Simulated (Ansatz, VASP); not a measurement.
**Two plane-wave programs on Ta5Si**

```
Ta Si
1.0
     0.00000    3.82882    3.82882
     3.82882    0.00000    3.82882
     3.82882    3.82882    0.00000
Ta Si
5 1
Direct
  0.25000 0.25000 0.25000
  0.12718 0.62427 0.62427
  0.62427 0.62427 0.62427
  0.62427 0.12718 0.62427
  0.62427 0.62427 0.12718
  0.00000 0.00000 0.00000
```

Change from the starting cell: species swapped into the CaAu5 type (F-43m, No. 216).

Alike in both runs: functional PBE; k mesh 4 × 4 × 4; occupations gaussian, width 0.1 eV; no spin polarisation.

Ansatz relaxed the structure, and its values are those at the end. VASP's run is a single point on that final structure, the one shown.

|  | VASP | Ansatz |
| --- | --- | --- |
| version | VASP 6.6.1 | Ansatz 0.2.0 |
| potentials or method | VASP PAW PBE potentials, release 64 (Ta_pv, Si), cutoff 520 eV | scalar-relativistic, plane waves, PAW |
| valence electrons in the cell | 59 | 69 |

|  | VASP | Ansatz | Ansatz less VASP |
| --- | --- | --- | --- |
| gap on the k mesh at the Fermi level (eV) | none | none | - |
| pressure (GPa) | 0.3 | 0.1 | -0.16 |
| rms of the force components (eV/Å) | 0.010 | 0.009 | -0.0013 |

A gap of «none» marks a metal or a gap that the smearing closes. VASP's potentials hold 59 valence electrons a cell and Ansatz's 69, so a difference there can come from the potentials and not from the codes.

Spin-orbit coupling is off throughout.
